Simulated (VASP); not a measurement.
## Si: single point with LDA

Si:

```xyz
2
Lattice="0.0000 2.7155 2.6340 2.7155 0.0000 2.6340 2.7155 2.7155 0.0000" Properties=species:S:1:pos:R:3 pbc="T T T"
Si    2.7155    2.7155    2.6340
Si    4.0732    4.0732    3.9510
```

This cell differs from its parent crystal: zz strain of -3 %.

```json
{
  "Program": "VASP 6.6.1",
  "Task": "single point",
  "Functional": "LDA",
  "Potentials or basis": "VASP PAW LDA potentials, release 64 (Si)",
  "Cutoff": "520 eV",
  "k mesh": "11 × 11 × 11",
  "Occupations": "fermi-dirac, width 0.08 eV",
  "Spin": "no spin polarisation",
  "Dipole correction": "no",
  "Further INCAR settings": "ALGO = Normal; EDIFF = 1e-06; NBANDS = 11"
}
```

```json
{
 "Pressure": "1.4 GPa",
 "Band gap on the k mesh": "0.12 eV (least direct gap 2.33 eV)"
}
```

Stress tensor (GPa, compression positive):
```
0.54 0.00 0.00
0.00 0.54 0.00
0.00 0.00 3.24
```

Levels at points of the mesh, in eV from the valence-band top:
```tsv
k point	band 1	band 2	band 3	band 4	band 5	band 6	band 7	band 8	band 9
(0.00, 0.00, 0.00)	-12.31	-0.21	-0.21	0.00	2.33	2.44	2.44	3.41	7.32
```

It took 61 s on 1 thread of AMD EPYC 7R13, with other jobs on the host, peak memory 0.13 GiB.

Caveat: the cell differs from its parent crystal (zz strain of -3 %); an odd mesh through Γ misses points on the zone boundary, where band edges can lie.
